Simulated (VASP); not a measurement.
Runs of VASP 6.6.1 on Ti. The structure is that of space group Im-3m (No. 229), or close to it. The cells are those of the table. 

```tsv
cell	further INCAR settings	gap on the mesh (eV)	pressure (GPa)
a = 2.773 Å, angles 112.2, 108.1, 108.1°, 1 atom	ALGO = Fast; EDIFF = 1e-06; NBANDS = 12	none	5.7
a = 2.796 Å, angles 110.8, 108.8, 108.8°, 1 atom	ALGO = Fast; EDIFF = 1e-07; NBANDS = 12	none	2.6
a = 2.843 Å, angles 108.1, 110.1, 110.1°, 1 atom	ALGO = Fast; EDIFF = 1e-06; NBANDS = 12	none	-2.7
a = 2.867 Å, angles 106.8, 110.8, 110.8°, 1 atom	ALGO = Fast; EDIFF = 1e-06; NBANDS = 12	none	(a)
```

Alike in all rows: task single point; level PBE; potentials or basis VASP PAW PBE potentials, release 64 (Ti_sv); no spin polarisation; k mesh 26 × 26 × 26; cutoff (eV) 520; smearing gaussian 0.15 eV.

Q: Estimate the missing entries.

A: (a) -4.9.

Caveats: the cell stands under pressure (at least some runs); the cell stands under tension (at least some runs).

A gap of «none» marks levels without a gap at the run's occupations.
